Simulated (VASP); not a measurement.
Here is a VASP 6.6.1 calculation.

INCAR

```
SYSTEM = Te2Mo
  ALGO = Normal
  EDIFF = 1E-7
  ENCUT = 520
  GGA = PE
  ISIF = 2
  ISMEAR = 1
  IVDW = 13
  LASPH = .True.
  LCHARG = .True.
  LELF = .True.
  LREAL = .False.
  LVHAR = .True.
  LWAVE = .False.
  NBANDS = 35
  NELM = 60
  PREC = Accurate
  SIGMA = 0.15
```

Contents of KPOINTS:

```
k-points
0
Gamma
  6 6 2
  0 0 0
```

POSCAR

```
Te2Mo
1.0
    3.5182000000      0.0000000000      0.0000000000
   -1.7591000000      3.0468510000      0.0000000000
    0.0000000000      0.0000000000     15.9736000000
Te Mo
4 2
Direct
    0.3333333333      0.6666666667      0.5432467071
    0.6666666667      0.3333333333      0.1058500025
    0.3333333333      0.6666666667      0.7689434066
    0.6666666667      0.3333333333      0.3315467021
    0.3333333333      0.6666666667      0.2186983523
    0.6666666667      0.3333333333      0.6560950568
```

Potentials or basis: VASP PAW PBE potentials, release 64 (Te, Mo_sv).

Run with:

```sh
$ cat potpaw_PBE.64/Te/POTCAR potpaw_PBE.64/Mo_sv/POTCAR > POTCAR
$ mpirun -np 1 vasp_std > vasp.out
```

Problem. Predict the largest force.

Solution. 0.175 eV/Å.

Problem. Predict the dispersion energy per atom.

Solution. -0.513 eV.

Problem. Estimate the band gap on the k mesh.

Solution. 1.02 eV, indirect (least direct gap 1.09 eV).

Forces in eV/Å, atoms in the order of the input:
```
Te   0.000  0.000 -0.175
Te   0.000  0.000 -0.150
Te   0.000  0.000  0.150
Te   0.000  0.000  0.175
Mo   0.000  0.000 -0.008
Mo   0.000  0.000  0.008
```

Caveat: spin-orbit coupling is left out, which moves the levels of the heavy elements.
